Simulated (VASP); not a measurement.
# Ru (P6_3/mmc) in VASP: relaxation of cell and atoms with r2SCAN

Aim: the relaxation of cell and atoms of Ru with r2SCAN.

All numbers are computed with VASP 6.6.1; they aren't measurements. Logs are shortened: lines on timing, memory, paths and dates and some standing lists are left out, and cuts for length are marked.

## (1) The cell of the first run

It takes space group P6_3/mmc (No. 194, hexagonal). The conventional cell has a = 2.706 Å, b = 2.706 Å, c = 4.282 Å, α = 90.00°, β = 90.00°, γ = 120.00°. Within 3.5 Å of Ru (site symmetry -6m2) lie 12 Ru at 2.65 to 2.71 Å.

## (2) Relaxation of cell and atoms, r2SCAN

File POSCAR:

```
Ru
1.0
    2.7058000000      0.0000000000      0.0000000000
   -1.3529000000      2.3432920000      0.0000000000
    0.0000000000      0.0000000000      4.2819000000
Ru
2
Direct
    0.3333333333      0.6666666667      0.2500000000
    0.6666666667      0.3333333333      0.7500000000
```

File INCAR.step1:

```
SYSTEM = Ru
PREC = Accurate ; ENCUT = 600
ISMEAR = -1 ; SIGMA = 0.05
LREAL = .FALSE. ; LASPH = .TRUE.
NELM = 100 ; GGA = PE
ALGO = Normal ; EDIFF = 1E-4
LWAVE = .TRUE. ; LCHARG = .FALSE.
```

File INCAR.step2:

```
SYSTEM = Ru
PREC = Accurate ; ENCUT = 600
EDIFF = 1E-7 ; ISMEAR = -1
SIGMA = 0.05 ; LREAL = .FALSE.
LASPH = .TRUE. ; NELM = 100
ALGO = Normal ; ISIF = 3
LWAVE = .FALSE. ; LCHARG = .FALSE.
METAGGA = R2SCAN ; LMIXTAU = .TRUE.
IBRION = 2 ; NSW = 80
EDIFFG = -0.03 ; ISTART = 1
```

File KPOINTS:

```
Automatic mesh
0
G
  20 20 11
  0 0 0
```

Potentials or basis: VASP PAW PBE potentials, release 64 (Ru_pv).

The run is started by

```sh
$ cat potpaw_PBE.64/Ru_pv/POTCAR > POTCAR
$ cp INCAR.step1 INCAR
$ mpirun -np 1 vasp_std > vasp.out
$ cp INCAR.step2 INCAR
$ mpirun -np 1 vasp_std > vasp.out
```

OUTCAR:

```text
SYSTEM = Ru
   PREC = Accurate
   ENCUT = 600
   EDIFF = 1E-7
   ISMEAR = -1
   LREAL = .FALSE.
   LASPH = .TRUE.
   NELM = 100
   ISIF = 3
   METAGGA = R2SCAN
   IBRION = 2
   NSW = 80
   EDIFFG = -0.03
   ISTART = 1

 ion  position               nearest neighbor table
   1  0.333  0.667  0.250-   2 2.65   2 2.65   2 2.65   2 2.65   2 2.65   2 2.65
   2  0.667  0.333  0.750-   1 2.65   1 2.65   1 2.65   1 2.65   1 2.65   1 2.65

  LATTYP: Found a hexagonal cell.
 ALAT       =     2.7058000000
 C/A-ratio  =     1.5824894671

  Lattice vectors:

 A1 = (   2.7058000000,   0.0000000000,   0.0000000000)
 A2 = (  -1.3529000000,   2.3432920000,   0.0000000000)
 A3 = (   0.0000000000,   0.0000000000,   4.2819000000)

Analysis of symmetry for initial positions (statically):
=====================================================================
 Subroutine PRICEL returns:
 Original cell was already a primitive cell.

 Routine SETGRP: Setting up the symmetry group for a
 hexagonal supercell.

 Subroutine GETGRP returns: Found 24 space group operations
 (whereof 12 operations were pure point group operations)
 out of a pool of 24 trial point group operations.

The static configuration has the point symmetry D_3d.
 The point group associated with its full space group is D_6h.

Analysis of symmetry for dynamics (positions and initial velocities):
=====================================================================
 Subroutine PRICEL returns:
 Original cell was already a primitive cell.

 Routine SETGRP: Setting up the symmetry group for a
 hexagonal supercell.

 Subroutine GETGRP returns: Found 24 space group operations
 (whereof 12 operations were pure point group operations)
 out of a pool of 24 trial point group operations.

The dynamic configuration has the point symmetry D_3d.
 The point group associated with its full space group is D_6h.

 Subroutine INISYM returns: Found 24 space group operations
 (whereof 12 operations are pure point group operations),
 and found     1 'primitive' translations

----------------------------------------------------------------------------------------

                                     Primitive cell

  volume of cell :      27.1493

  direct lattice vectors                    reciprocal lattice vectors
     2.705800000  0.000000000  0.000000000     0.369576465  0.213375030  0.000000000
    -1.352900000  2.343292000  0.000000000     0.000000000  0.426750059  0.000000000
     0.000000000  0.000000000  4.281900000     0.000000000  0.000000000  0.233541185

  length of vectors
     2.705800000  2.705800400  4.281900000     0.426750122  0.426750059  0.233541185

  position of ions in fractional coordinates (direct lattice)
     0.333333333  0.666666667  0.250000000
     0.666666667  0.333333333  0.750000000

  ion indices of the primitive-cell ions
   primitive index   ion index
                 1           1
                 2           2

----------------------------------------------------------------------------------------

 KPOINTS: Automatic mesh

Automatic generation of k-mesh.
 Grid dimensions read from file:
 generate k-points for:   20   20   11

 Generating k-lattice:

  Cartesian coordinates                     Fractional coordinates (reciprocal lattice)
     0.018478823  0.010668751  0.000000000     0.050000000  0.000000000  0.000000000
     0.000000000  0.021337503  0.000000000     0.000000000  0.050000000  0.000000000
     0.000000000  0.000000000  0.021231017     0.000000000  0.000000000  0.090909091

  Length of vectors
     0.021337506  0.021337503  0.021231017

  Shift w.r.t. Gamma in fractional coordinates (k-lattice)
     0.000000000  0.000000000  0.000000000

 Subroutine IBZKPT returns following result:
 ===========================================

 Found    264 irreducible k-points:

 Following reciprocal coordinates:
            Coordinates               Weight
  0.000000  0.000000  0.000000      1.000000
  0.050000  0.000000  0.000000      6.000000
  0.100000  0.000000  0.000000      6.000000
  0.150000  0.000000  0.000000      6.000000
  0.200000  0.000000  0.000000      6.000000
  0.250000  0.000000  0.000000      6.000000
[... 16 lines left out ...]
  0.200000  0.100000  0.000000     12.000000
  0.250000  0.100000  0.000000     12.000000
 [... further k-points ...]
   k-points           NKPTS =    264   k-points in BZ     NKDIM =    264   number of bands    NBANDS=     18
   number of dos      NEDOS =    301   number of ions     NIONS =      2
   total plane-waves  NPLWV =  20736
   dimension x,y,z NGX =    24 NGY =   24 NGZ =   36
   dimension x,y,z NGXF=    48 NGYF=   48 NGZF=   72
   ions per type =               2
   NGX,Y,Z   is equivalent  to a cutoff of  14.75, 14.75, 13.98 a.u.
   NGXF,Y,Z  is equivalent  to a cutoff of  29.49, 29.49, 27.95 a.u.
 SYSTEM =  Ru
   PREC   = accura    normal or accurate (medium, high low for compatibility)
   ISTART =      1    job   : 0-new  1-cont  2-samecut
   ICHARG =      0    charge: 1-file 2-atom 10-const
   ISPIN  =      1    spin polarized calculation?
   LNONCOLLINEAR =      F non collinear calculations
   LSORBIT =      F    spin-orbit coupling
   LASPH  =      T    aspherical Exc in radial PAW
   ENCUT  =  600.0 eV  44.10 Ry    6.64 a.u.   5.40  5.40  8.55*2*pi/ulx,y,z
   NELM   =    100;   NELMIN=  2; NELMDL=  0     # of ELM steps
   EDIFF  = 0.1E-06   stopping-criterion for ELM
   LREAL  =      F    real-space projection
   EDIFFG = -.3E-01   stopping-criterion for IOM
   NSW    =     80    number of steps for IOM
   IBRION =      2    ionic relax: 0-MD 1-quasi-New 2-CG
   NFREE  =      1    steps in history (QN), initial steepest desc. (CG)
   ISIF   =      3    stress and relaxation
   ISYM   =      2    0-nonsym 1-usesym 2-fastsym
   POTIM  = 0.5000    time-step for ionic-motion
   TEBEG  =    0.0;   TEEND  =   0.0 temperature during run
   PSTRESS=    0.0 pullay stress
   NELECT =      28.0000    total number of electrons
   NUPDOWN=      -1.0000    fix difference up-down
   EMIN   =  10.00;   EMAX   =-10.00  energy-range for DOS
   EFERMI =   0.00;   METHOD = LEGACY
   ISMEAR =    -1;   SIGMA  =   0.05  broadening in eV -4-tet -1-fermi 0-gaus
   EFERMI_NEDOS =   21; number of points for ismear=-14 and -15
   IALGO  =     38    algorithm
   IMIX   =      4    mixing-type and parameters
     AMIX     =   0.40;   BMIX     =  1.00
     AMIX_MAG =   1.60;   BMIX_MAG =  1.00
  volume/ion in A,a.u.               =      13.57        91.61
  Fermi-wavevector in a.u.,A,eV,Ry     =   1.654022  3.125648 37.222669  2.735789
  Thomas-Fermi vector in A             =   2.742361
   LORBIT       =      0    0 simple, 1 ext, 2 COOP (PROOUT), +10 PAW based schemes
   METAGGA = R2SCAN    functional components
   LHFCALC =     F    Hartree Fock is set to
   AEXX    =    0.0000 exact exchange contribution
   IVDW    =     0    specifies the selected vdW correction
   LEPSILON=     F    determine dielectric tensor
   LRPA    =     F    only Hartree local field effects (RPA)
 conjugate gradient relaxation of ions
 non-spin polarized calculation
  energy-cutoff  :      600.00
  volume of cell :       27.15
 maximum number of plane-waves:       935
 NGX is ok and might be reduce to    24
   NGX = 11   NGY = 11   NGZ = 17

--------------------------------------- Ionic step        1  -------------------------------------------

 number of electron      28.0000002 magnetization

 Free energy of the ion-electron system (eV)
  ---------------------------------------------------
  ext. energy  EPLUGINS =         0.00000000
  ---------------------------------------------------
  free energy    TOTEN  =       -50.85972937 eV

  energy without entropy =      -50.84666024  energy(sigma->0) =      -50.85319481

------------------------ aborting loop because EDIFF is reached ----------------------------------------

  FORCE on cell =-STRESS in cart. coord.  units (eV):
  Direction    XX          YY          ZZ          XY          YZ          ZX
  --------------------------------------------------------------------------------------
  -------------------------------------------------------------------------------------
  Total        0.0296555      0.0296555     -0.3485355     -0.0000000      0.0000000     -0.0000000
  in kB        1.7500757      1.7500764    -20.5683265     -0.0000000      0.0000000     -0.0000000
  external PRESSURE =      -5.6893915 kB  Pullay stress =       0.0000000 kB

 VOLUME and BASIS-vectors are now :
 -----------------------------------------------------------------------------
  energy-cutoff  :      600.00
  volume of cell :       27.15
      direct lattice vectors                 reciprocal lattice vectors
     2.705800000  0.000000000  0.000000000     0.369576465  0.213375030  0.000000000
    -1.352900000  2.343292000  0.000000000     0.000000000  0.426750059  0.000000000
     0.000000000  0.000000000  4.281900000     0.000000000  0.000000000  0.233541185
[... 109 lines left out ...]
 POSITION                                       TOTAL-FORCE (eV/Angst)
 -----------------------------------------------------------------------------------
     -0.00000      1.56584      1.06622        -0.000000     -0.000000     -0.000000
      1.35606      0.78292      3.19866         0.000000      0.000000      0.000000
 -----------------------------------------------------------------------------------
    total drift:                               -0.000000      0.000000     -0.000000

  FREE ENERGIE OF THE ION-ELECTRON SYSTEM (eV)
  ---------------------------------------------------
  free  energy   TOTEN  =       -50.8601591060 eV

  energy  without entropy=      -50.8473141830  energy(sigma->0) =      -50.85373664

--------------------------------------- Ionic step        5  -------------------------------------------

 number of electron      28.0000001 magnetization

 Free energy of the ion-electron system (eV)
  ---------------------------------------------------
  ext. energy  EPLUGINS =         0.00000000
  ---------------------------------------------------
  free energy    TOTEN  =       -50.86037723 eV

  energy without entropy =      -50.84751808  energy(sigma->0) =      -50.85394766

 E-fermi :  12.7857     XC(G=0): -15.4214

 val. band max:       12.7827091314   @ k =   0.1000   0.0000   0.3636
 cond. band min:      12.7950342636   @ k =   0.1500   0.1000   0.3636
 fundamental gap:      0.0123251322
 Fermi energy:        12.7856817281

 k-point     1 :       0.0000    0.0000    0.0000
  band No.  band energies     occupation
      1     -32.3406      2.00000
      2     -31.3348      2.00000
      3     -31.3348      2.00000
      4     -31.1467      2.00000
      5     -31.1467      2.00000
      6     -31.0889      2.00000
[... 10 lines left out ...]
     17      13.9905      0.00000
     18      14.1664      0.00000
[... 463 lines left out ...]
 k-point    24 :       0.2500    0.1000    0.0000
  band No.  band energies     occupation
      1     -32.0303      2.00000
      2     -31.8506      2.00000
      3     -31.7147      2.00000
      4     -31.5008      2.00000
      5     -31.2676      2.00000
      6     -31.2583      2.00000
[... 10 lines left out ...]
     17      14.5259      0.00000
     18      21.1570      0.00000

 [... further k-points ...]

------------------------ aborting loop because EDIFF is reached ----------------------------------------

  FORCE on cell =-STRESS in cart. coord.  units (eV):
  Direction    XX          YY          ZZ          XY          YZ          ZX
  --------------------------------------------------------------------------------------
  -------------------------------------------------------------------------------------
  Total        0.0022555      0.0022555      0.0013168      0.0000000      0.0000000      0.0000000
  in kB        0.1333087      0.1333087      0.0778307      0.0000000      0.0000000      0.0000000
  external PRESSURE =       0.1148160 kB  Pullay stress =       0.0000000 kB

 VOLUME and BASIS-vectors are now :
 -----------------------------------------------------------------------------
  energy-cutoff  :      600.00
  volume of cell :       27.11
      direct lattice vectors                 reciprocal lattice vectors
     2.708489780 -0.000000000 -0.000000000     0.369209442  0.213163128  0.000000000
    -1.354244890  2.345621420  0.000000000     0.000000000  0.426326257 -0.000000000
    -0.000000000  0.000000000  4.266867924     0.000000000 -0.000000000  0.234363945

 POSITION                                       TOTAL-FORCE (eV/Angst)
 -----------------------------------------------------------------------------------
     -0.00000      1.56375      1.06672        -0.000000     -0.000000      0.000000
      1.35424      0.78187      3.20015         0.000000      0.000000     -0.000000
 -----------------------------------------------------------------------------------
    total drift:                               -0.000000      0.000000     -0.000000

  FREE ENERGIE OF THE ION-ELECTRON SYSTEM (eV)
  ---------------------------------------------------
  free  energy   TOTEN  =       -50.8603772326 eV

  energy  without entropy=      -50.8475180794  energy(sigma->0) =      -50.85394766

 reached required accuracy - stopping structural energy minimisation
```

Run time: 76 min. Hardware: 1 thread of Oxide Virtual Turin-like, shared host; peak memory 0.24 GiB.

Results:

* Free energy: -50.8604 eV
* Relaxed volume: 13.55 Å³/atom
* Relaxed cell: a = 2.708 Å, b = 2.708 Å, c = 4.267 Å, α = 90.00°, β = 90.00°, γ = 120.00°
* Space group after relaxing (to 0.1 Å): P6_3/mmc (No. 194)
* Energy gained by relaxing: 0.3 meV/atom
* Ionic steps: 5
* Pressure after relaxing: 0.0 GPa
* Band gap on the k mesh: zero (bands 14 and 15 overlap by 3.40 eV)

Step by step:
```csv
step,energy change (eV),largest force (eV/Å),pressure (GPa),volume (Å³)
1,0.0000,0.0000,-0.57,27.15
2,0.0009,0.0000,1.98,26.96
3,-0.0006,0.0000,0.40,27.08
4,-0.0004,0.0000,-0.71,27.17
5,-0.0006,0.0000,0.01,27.11
```

Final structure:
```cif
data_structure
_symmetry_space_group_name_H-M 'P 1'
_symmetry_Int_Tables_number 1
_cell_length_a 2.7085
_cell_length_b 2.7085
_cell_length_c 4.2669
_cell_angle_alpha 90.000
_cell_angle_beta 90.000
_cell_angle_gamma 120.000
_cell_volume 27.11
loop_
_atom_site_label
_atom_site_type_symbol
_atom_site_fract_x
_atom_site_fract_y
_atom_site_fract_z
_atom_site_occupancy
Ru1 Ru 0.33333 0.66667 0.25000 1
Ru2 Ru 0.66667 0.33333 0.75000 1
```

Levels at points of the mesh, in eV from the Fermi level:
| k point | band 11 | band 12 | band 13 | band 14 | band 15 | band 16 | band 17 | band 18 |
| --- | --- | --- | --- | --- | --- | --- | --- | --- |
| (0.00, 0.00, 0.00) | -2.51 | -2.03 | -2.03 | -1.53 | -1.53 | 1.20 | 1.20 | 1.38 |
| (0.50, 0.00, 0.00) | -2.18 | -1.92 | -1.59 | 1.42 | 1.87 | 1.98 | 4.20 | 6.38 |

Caveat: the PAW data sets were made with another functional, which shifts forces and pressure a little.
